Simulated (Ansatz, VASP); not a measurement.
Hf: VASP beside Ansatz

```
CELL_PARAMETERS angstrom
5.03840 0.00000 0.00000
-2.51920 4.36338 0.00000
0.00000 0.00000 3.13049
ATOMIC_POSITIONS crystal
Hf 0.00000 0.00000 0.00000
Hf 0.33333 0.66667 0.50000
Hf 0.66667 0.33333 0.50000
```

Alike in both runs: functional BLYP; k mesh 7 × 7 × 10; occupations fermi-dirac, width 0.1 eV; no spin polarisation.

Ansatz relaxed the structure, and its values are those at the end. VASP's run is a single point on that final structure, the one shown.

|  | VASP | Ansatz |
| --- | --- | --- |
| version | VASP 6.6.1 | Ansatz 0.2.0 |
| potentials or method | VASP PAW PBE potentials, release 64 (Hf_pv), cutoff 520 eV | plane waves (420 eV) with PAW, scalar-relativistic |
| valence electrons in the cell | 30 | 78 |

|  | VASP | Ansatz | Ansatz less VASP |
| --- | --- | --- | --- |
| pressure (GPa) | 0.0 | 0.0 | 0.00 |

VASP's potentials were made for PBE, not for BLYP. The functional is the same, so the differences come from potentials, cutoffs and numerics. VASP's potentials hold 30 valence electrons a cell and Ansatz's 78, so a difference there can come from the potentials and not from the codes.

Neither program's run includes spin-orbit coupling.
